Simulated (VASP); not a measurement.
Fe, 1 atom in the cell. The structure is cubic, space group Fm-3m (No. 225). Conventional cell: a = 3.429 Å, b = 3.429 Å, c = 3.429 Å, α = 90.00°, β = 90.00°, γ = 90.00°. Within 3.2 Å of Fe (site symmetry m-3m) lie 12 Fe at 2.42 Å.  This cell differs from its parent crystal: volume scaled by 0.96.

```yaml
Program: VASP 6.6.1
Task: single point
Functional: RPBE
Potentials_or_basis: VASP PAW PBE potentials, release 64 (Fe)
Cutoff: 520 eV
k_mesh: 17 × 17 × 17
Occupations: fermi-dirac, width 0.1 eV
Spin: no spin polarisation
Dipole_correction: no
Further_INCAR_settings: ALGO = Normal; EDIFF = 1e-06; NBANDS = 10
```

Potentials or basis: VASP PAW PBE potentials, release 64 (Fe).

Launch:

```bash
$ cat potpaw_PBE.64/Fe/POTCAR > POTCAR
$ mpirun -np 1 vasp_std > vasp.out
```

Hardware: 1 thread of AMD EPYC 7R13, with other jobs on the host.

Q: How long does it take, and how much memory?

A: Wall time 29 s on 1 thread of AMD EPYC 7R13 (shared host), peak memory 0.1 GiB. Counts: scf iterations 12, k points 165.
